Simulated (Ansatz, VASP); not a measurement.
**Two plane-wave programs on P**

```
CELL_PARAMETERS angstrom
-2.41238 2.41238 3.49058
2.41238 -2.41238 3.49058
2.41238 2.41238 -3.49058
ATOMIC_POSITIONS crystal
P 0.37500 0.62500 0.75000
P 0.87500 0.62500 0.25000
P 0.37500 0.12500 0.75000
P 0.37500 0.62500 0.25000
```

Alike in both runs: functional PBE; k mesh 14 × 14 × 14; occupations gaussian, width 0.1 eV; no spin polarisation.

Ansatz relaxed the structure, and its values are those at the end. VASP's run is a single point on that final structure, the one shown.

```csv
,VASP,Ansatz
version,VASP 6.6.1,Ansatz 0.2.0
potentials or method,"VASP PAW PBE potentials, release 64 (P), cutoff 520 eV","scalar-relativistic, plane waves, PAW"
valence electrons in the cell,20,20
```

VASP gave:

| Item | Value |
| --- | --- |
| gap on the k mesh at the Fermi level (eV) | none |
| pressure (GPa) | -0.2 |

Q: What did Ansatz give for the same quantities?

A: gap on the k mesh at the Fermi level (eV): none; pressure (GPa): 0.0.

A gap of «none» marks a metal or a gap that the smearing closes. The functional is the same, so the differences come from potentials, cutoffs and numerics.
